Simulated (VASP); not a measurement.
# Li2AlF5 in VASP: a series of runs

Li2AlF5 is run at these levels: PBE; tasks: single point.

Program: VASP 6.6.1. These are calculated values, not measurements. Logs are shortened: lines on timing, memory, paths and dates and some standing lists are left out, and cuts for length are marked.

## 1. The cell of the first run

The cell holds a disordered packing, 24 atoms: a = 6.194 Å, b = 6.266 Å, c = 6.245 Å, α = 90.23°, β = 93.52°, γ = 90.42°.

## 2. Single point, PBE

The input, INCAR:

```
PREC = Accurate
ENCUT = 520
EDIFF = 1E-6
ISMEAR = -1
SIGMA = 0.05
LREAL = Auto
LASPH = True
NELM = 100
ALGO = Normal
ISIF = 2
LWAVE = False
LCHARG = False
GGA = PE
NBANDS = 84
ISYM = 0
```

The input, KPOINTS:

```
regular mesh
0
Gamma
  1 1 1
```

The input, POSCAR:

```
Li2AlF5
1.0
    6.1911310000     -0.0229290000     -0.1913040000
   -0.0229290000      6.2658620000     -0.0128380000
   -0.1913040000     -0.0128380000      6.2422390000
Al F Li
3 15 6
Direct
    0.5310491616      0.4815776655      0.4207639795
    0.0924219437      0.1159747592      0.8445781348
    0.5962264228      0.8848080458      0.9276550714
    0.7954031768      0.1159386454      0.8755065658
    0.6721152764      0.9567893113      0.2159102851
    0.8288218384      0.6974580100      0.9290844037
    0.3776587586      0.7385267218      0.9957301919
    0.5964843758      0.8757012429      0.6305772816
    0.7945029809      0.6074649455      0.4501760079
    0.4094757206      0.2301372041      0.3778698388
    0.0813960780      0.9061182681      0.6500773427
    0.0887252521      0.3822898636     -0.0038831687
    0.6114347132      0.4406675760      0.1470347734
    0.3969408231      0.1125257180      0.8869889430
    0.3028805756      0.6348740547      0.3741599414
    0.0806592789     -0.0109698491      0.1148156313
    0.5445346968      0.4700557645      0.7006478351
    0.0467892221      0.2967264729      0.6334554540
    0.0889644866      0.6844542606      0.1075771508
    0.3542293984      0.9597164394      0.4378908498
    0.8488376484      0.8768256919      0.4742783360
    0.8596796237      0.4997339687      0.7224248760
    0.8116694112      0.2423009128      0.1325217224
    0.3763123687      0.4248798515      0.9641727382
```

Potentials or basis: VASP PAW PBE potentials, release 64 (Al, F, Li_sv).

Launch:

```bash
$ cat potpaw_PBE.64/Al/POTCAR potpaw_PBE.64/F/POTCAR potpaw_PBE.64/Li_sv/POTCAR > POTCAR
$ mpirun -np 1 vasp_gam > vasp.out
```

OUTCAR:

```text
PREC = Accurate
   ENCUT = 520
   EDIFF = 1E-6
   ISMEAR = -1
   LREAL = Auto
   LASPH = True
   NELM = 100
   ISIF = 2
   GGA = PE
   ISYM = 0

 ion  position               nearest neighbor table
   1  0.531  0.482  0.421-  15 1.73  17 1.75  10 1.75   9 1.81  13 1.83  22 2.69  24 2.97
   2  0.092  0.116  0.845-  18 1.75  11 1.78   4 1.86  16 1.87  14 1.89  12 1.92  24 2.68  23 2.70
                            22 2.89
   3  0.596  0.885  0.928-   7 1.71   8 1.86   6 1.86   5 1.88  14 1.90   4 1.94  23 2.86
   4  0.795  0.116  0.876-  23 1.78   2 1.86   3 1.94
   5  0.672  0.957  0.216-   3 1.88  21 1.96  23 2.06
   6  0.829  0.697  0.929-  22 1.81   3 1.86  19 1.90
   7  0.378  0.739  0.996-   3 1.71  24 1.97  19 1.99
   8  0.596  0.876  0.631-   3 1.86  21 1.89  20 1.94
   9  0.795  0.607  0.450-  21 1.72   1 1.81  22 1.85
  10  0.409  0.230  0.378-   1 1.75  20 1.77
  11  0.081  0.906  0.650-  21 1.76   2 1.78  20 2.24
  12  0.089  0.382  0.996-  24 1.82   2 1.92  19 2.01  23 2.15
  13  0.611  0.441  0.147-  23 1.77  24 1.80   1 1.83
  14  0.397  0.113  0.887-   2 1.89   3 1.90  24 2.02
  15  0.303  0.635  0.374-   1 1.73  19 2.09  20 2.09
  16  0.081  0.989  0.115-   2 1.87  19 1.91
  17  0.545  0.470  0.701-   1 1.75  22 1.96  24 2.02
  18  0.047  0.297  0.633-   2 1.75  22 1.83
  19  0.089  0.684  0.108-   6 1.90  16 1.91   7 1.99  12 2.01  15 2.09
  20  0.354  0.960  0.438-  10 1.77   8 1.94  15 2.09  11 2.24
  21  0.849  0.877  0.474-   9 1.72  11 1.76   8 1.89   5 1.96
  22  0.860  0.500  0.722-   6 1.81  18 1.83   9 1.85  17 1.96   1 2.69   2 2.89
  23  0.812  0.242  0.133-  13 1.77   4 1.78   5 2.06  12 2.15   2 2.70   3 2.86
  24  0.376  0.425  0.964-  13 1.80  12 1.82   7 1.97  14 2.02  17 2.02   2 2.68   1 2.97

IMPORTANT INFORMATION: All symmetrisations will be switched off!
NOSYMM: (Re-)initialisation of all symmetry stuff for point group C_1.

----------------------------------------------------------------------------------------

                                     Primitive cell

  volume of cell :     241.9200

  direct lattice vectors                    reciprocal lattice vectors
     6.191131000 -0.022929000 -0.191304000     0.161676747  0.000601787  0.004956096
    -0.022929000  6.265862000 -0.012838000     0.000601787  0.159597873  0.000346677
    -0.191304000 -0.012838000  6.242239000     0.004956096  0.000346677  0.160351530

  length of vectors
     6.194128350  6.265917104  6.245182925     0.161753811  0.159599384  0.160428477

  position of ions in fractional coordinates (direct lattice)
     0.531049162  0.481577665  0.420763980
     0.092421944  0.115974759  0.844578135
[... 104 lines left out ...]
   ISYM   =      0    0-nonsym 1-usesym 2-fastsym
   POTIM  = 0.5000    time-step for ionic-motion
   TEBEG  =    0.0;   TEEND  =   0.0 temperature during run
   PSTRESS=    0.0 pullay stress
   NELECT =     132.0000    total number of electrons
   NUPDOWN=      -1.0000    fix difference up-down
   EMIN   =  10.00;   EMAX   =-10.00  energy-range for DOS
   EFERMI =   0.00;   METHOD = LEGACY
   ISMEAR =    -1;   SIGMA  =   0.05  broadening in eV -4-tet -1-fermi 0-gaus
   EFERMI_NEDOS =   21; number of points for ismear=-14 and -15
   IALGO  =     38    algorithm
   IMIX   =      4    mixing-type and parameters
     AMIX     =   0.40;   BMIX     =  1.00
     AMIX_MAG =   1.60;   BMIX_MAG =  1.00
  volume/ion in A,a.u.               =      10.08        68.02
  Fermi-wavevector in a.u.,A,eV,Ry     =   1.337752  2.527984 24.348711  1.789580
  Thomas-Fermi vector in A             =   2.466276
   LORBIT       =      0    0 simple, 1 ext, 2 COOP (PROOUT), +10 PAW based schemes
   GGA     = PE    functional components
   LHFCALC =     F    Hartree Fock is set to
   AEXX    =    0.0000 exact exchange contribution
   IVDW    =     0    specifies the selected vdW correction
   LEPSILON=     F    determine dielectric tensor
   LRPA    =     F    only Hartree local field effects (RPA)
 non-spin polarized calculation
  energy-cutoff  :      520.00
  volume of cell :      241.92
 maximum number of plane-waves:      3265
 NGX is ok and might be reduce to    48
   NGX = 23   NGY = 23   NGZ = 23

 number of electron     131.9999980 magnetization

 Free energy of the ion-electron system (eV)
  ---------------------------------------------------
  ext. energy  EPLUGINS =         0.00000000
  ---------------------------------------------------
  free energy    TOTEN  =      -124.25805699 eV

  energy without entropy =     -124.25805699  energy(sigma->0) =     -124.25805699

 E-fermi :   0.7729     XC(G=0):  -9.4341

 val. band max:       -0.5860096358   @ k =   0.0000   0.0000   0.0000
 cond. band min:       6.2830674639   @ k =   0.0000   0.0000   0.0000
 fundamental gap:      6.8690770996
 Fermi energy:         0.7729075220

 k-point     1 :       0.0000    0.0000    0.0000
  band No.  band energies     occupation
      1     -42.5796      2.00000
      2     -42.2170      2.00000
      3     -42.0575      2.00000
      4     -42.0339      2.00000
      5     -41.8618      2.00000
      6     -41.7895      2.00000
[... 70 lines left out ...]
     77      11.7719      0.00000
     78      11.9043      0.00000
 [bands above 78 left out]

------------------------ aborting loop because EDIFF is reached ----------------------------------------

  FORCE on cell =-STRESS in cart. coord.  units (eV):
  Direction    XX          YY          ZZ          XY          YZ          ZX
  --------------------------------------------------------------------------------------
  -------------------------------------------------------------------------------------
  Total        6.2967416     12.2744760      6.5380463      0.5526349      1.3161797     -0.0032978
  in kB       41.7017833     81.2908595     43.2998852      3.6599662      8.7167371     -0.0218408
  external PRESSURE =      55.4308427 kB  Pullay stress =       0.0000000 kB

 VOLUME and BASIS-vectors are now :
 -----------------------------------------------------------------------------
  energy-cutoff  :      520.00
  volume of cell :      241.92
      direct lattice vectors                 reciprocal lattice vectors
     6.191131000 -0.022929000 -0.191304000     0.161676747  0.000601787  0.004956096
    -0.022929000  6.265862000 -0.012838000     0.000601787  0.159597873  0.000346677
    -0.191304000 -0.012838000  6.242239000     0.004956096  0.000346677  0.160351530

 POSITION                                       TOTAL-FORCE (eV/Angst)
 -----------------------------------------------------------------------------------
      3.19626      2.99992      2.51873        -0.566015     -0.171469     -0.379180
      0.40797      0.71372      5.25289         0.034911     -0.388904      0.817356
      3.49356      5.51851      5.66522         1.622730      0.505020     -0.371889
      4.75430      0.69698      5.31147        -0.185307     -0.039858     -0.400125
      4.09791      5.97693      1.20690        -0.138122      0.102765     -0.776091
      4.93761      4.33924      5.63206        -0.650767      0.819620      0.264495
[... 16 lines left out ...]
      4.99424      1.49791      0.66885         0.374912     -0.218497      0.526422
      2.13561      2.64123      5.94115         0.667557      0.269283     -0.528313
 -----------------------------------------------------------------------------------
    total drift:                               -0.006196      0.012560     -0.009517

  FREE ENERGIE OF THE ION-ELECTRON SYSTEM (eV)
  ---------------------------------------------------
  free  energy   TOTEN  =      -124.2580569862 eV

  energy  without entropy=     -124.2580569862  energy(sigma->0) =     -124.25805699
```

OSZICAR:

```text
N       E                     dE             d eps       ncg     rms          rms(c)
DAV:   1     0.155468271993E+04    0.15547E+04   -0.83169E+04   168   0.173E+03
DAV:   2    -0.347342083019E+01   -0.15582E+04   -0.15069E+04   200   0.477E+02
DAV:   3    -0.118772642311E+03   -0.11530E+03   -0.11477E+03   192   0.134E+02
DAV:   4    -0.133615505189E+03   -0.14843E+02   -0.14781E+02   312   0.256E+01
DAV:   5    -0.134228492064E+03   -0.61299E+00   -0.61273E+00   208   0.659E+00    0.197E+01
DAV:   6    -0.124125238983E+03    0.10103E+02   -0.37909E+01   192   0.236E+01    0.694E+00
DAV:   7    -0.124161471679E+03   -0.36233E-01   -0.16505E+00   248   0.457E+00    0.396E+00
DAV:   8    -0.124221292091E+03   -0.59820E-01   -0.26329E-01   200   0.269E+00    0.115E+00
DAV:   9    -0.124251705135E+03   -0.30413E-01   -0.70450E-02   192   0.128E+00    0.265E-01
DAV:  10    -0.124257173370E+03   -0.54682E-02   -0.14644E-02   200   0.571E-01    0.190E-01
DAV:  11    -0.124257660472E+03   -0.48710E-03   -0.18846E-03   224   0.272E-01    0.850E-02
DAV:  12    -0.124258049669E+03   -0.38920E-03   -0.75653E-04   176   0.135E-01    0.298E-02
DAV:  13    -0.124258052670E+03   -0.30002E-05   -0.10507E-04   208   0.634E-02    0.150E-02
DAV:  14    -0.124258057685E+03   -0.50151E-05   -0.38128E-05   192   0.290E-02    0.118E-02
DAV:  15    -0.124258056986E+03    0.69848E-06   -0.88858E-06   192   0.194E-02
   1 F= -.12425806E+03 E0= -.12425806E+03  d E =-.453728E-11
```

It took 55 s on 1 thread of AMD EPYC 7R13, shared host; peak memory 0.26 GiB.

Results:

* Free energy: -124.2581 eV
* Largest force: 1.740 eV/Å

Forces on the atoms (eV/Å):
```
Al  -0.566 -0.171 -0.379
Al   0.035 -0.389  0.817
Al   1.623  0.505 -0.372
F   -0.185 -0.040 -0.400
F   -0.138  0.103 -0.776
F   -0.651  0.820  0.264
F   -0.456 -0.823 -0.526
F   -0.856  0.334  0.785
F    0.118 -1.289 -0.386
F    0.055  0.191  0.588
F    0.723  0.128  0.429
F    0.056 -0.264  0.724
F    0.105 -0.116  0.520
F   -0.899  0.293 -0.061
F   -0.169  0.613 -0.138
F    0.458  0.376 -0.349
F   -0.148 -0.543  0.081
F    0.127 -0.141 -0.684
Li   0.097  0.111  0.008
Li   0.047 -0.350 -0.050
Li  -0.576  0.569 -0.310
Li   0.157  0.033  0.218
Li   0.375 -0.218  0.526
Li   0.668  0.269 -0.528
```

Caveat: the k points lie up to 1.02 Å⁻¹ apart, too coarse for converged energies, forces and pressures; the cutoff is under 1.25 times the usual one of these potentials, so pressure, stress and relaxed cells hold a basis-set (Pulay) error; the atoms stand as in a frame of molecular dynamics.

## 3. Single point, PBE

This run uses another cell than the first one, of 11.56 Å³/atom.

The input, INCAR:

```
SYSTEM = Li2AlF5
PREC = Accurate
ENCUT = 650
EDIFF = 1E-6
ISMEAR = 0
SIGMA = 0.1
LREAL = Auto
LASPH = .TRUE.
NELM = 120
ALGO = Normal
ISIF = 2
LWAVE = .FALSE.
LCHARG = .FALSE.
GGA = PE
NBANDS = 84
ISYM = -1
GGA_COMPAT = .FALSE.
```

The input, KPOINTS:

```
explicit points
1
Reciprocal
  0.25000000   0.25000000   0.25000000 1
```

The input, POSCAR:

```
Li2AlF5
1.0
    6.2161745884      0.6276514623     -0.8821763358
    0.6419155599      7.8949834509     -0.0439766698
   -0.9029680693     -0.0709453011      5.8295983349
Al F Li
3 15 6
Direct
    0.5538918748      0.4671256723      0.4028751913
    0.0371705909      0.1248289684      0.8406287245
    0.6012910476      0.9189218681      0.9139100503
    0.7464133496      0.1060156192      0.8748188246
    0.6754033847      0.9854735563      0.2251949736
    0.8544327311      0.7578100174      0.9764130201
    0.4411117833      0.7764398050      0.9668912890
    0.5422399173      0.8990685227      0.6010553864
    0.7598083879      0.5929267121      0.3896056476
    0.4413638673      0.2812491000      0.4573767780
    0.0300538865      0.9217633029      0.6992144441
    0.0146294988      0.3193718425      1.0010366221
    0.6109019579      0.3622897413      0.1434435176
    0.3405577335      0.1134210924      0.8549574793
    0.3010791687      0.6025636718      0.2791964762
    0.1403881473      1.0162783633      0.1427876748
    0.6042193554      0.4968958316      0.7127983458
   -0.0711126902      0.2354163562      0.5601526910
    0.1741379939      0.7724292519      0.0423099844
    0.4168426633      1.0621609606      0.3505352113
    0.8051006647      0.8115034913      0.4957135310
    0.8017628512      0.5279663854      1.0274282631
    0.8746893327      0.1644548036      0.2470400445
    0.4908357664      0.3082005014      0.8046300734
```

Potentials or basis: VASP PAW PBE potentials, release 64 (Al, F, Li_sv).

Launch:

```bash
$ cat potpaw_PBE.64/Al/POTCAR potpaw_PBE.64/F/POTCAR potpaw_PBE.64/Li_sv/POTCAR > POTCAR
$ mpirun -np 1 vasp_std > vasp.out
```

It took 57 s on 1 thread of AMD EPYC 9R45 (Zen 5), shared host; peak memory 0.4 GiB.

It converged, with:

| Property | Result |
| --- | --- |
| Free energy | -127.4997 eV |
| Pressure | -0.4 GPa |
| Largest force | 0.056 eV/Å |

Forces in eV/Å, atoms in the order of the input:
```
Al   0.016 -0.014 -0.002
Al   0.017  0.016  0.003
Al   0.005  0.034 -0.002
F    0.003  0.001  0.004
F    0.004  0.012  0.028
F    0.026 -0.011 -0.001
F   -0.042 -0.031  0.021
F    0.000  0.007 -0.038
F    0.020  0.014 -0.004
F   -0.009 -0.023  0.012
F   -0.006 -0.024 -0.003
F   -0.010  0.017  0.013
F    0.016 -0.021 -0.025
F    0.007 -0.001  0.001
F   -0.036  0.029 -0.022
F    0.001 -0.005  0.006
F    0.013  0.001  0.038
F   -0.011  0.014 -0.029
Li  -0.012 -0.018  0.001
Li   0.014 -0.005  0.000
Li   0.008  0.007 -0.012
Li   0.001  0.009  0.007
Li  -0.019 -0.002 -0.005
Li  -0.005 -0.006  0.011
```

Stress tensor (GPa, compression positive):
```
-0.48  0.14 -0.01
 0.14 -0.27 -0.05
-0.01 -0.05 -0.51
```

Levels at points of the mesh, in eV from the Fermi level:
```
           k point  band 63  band 64  band 65  band 66  band 67  band 68  band 69  band 70
(0.25, 0.25, 0.25)    -0.73    -0.65    -0.58    -0.49     7.67     9.12     9.23     9.48
```
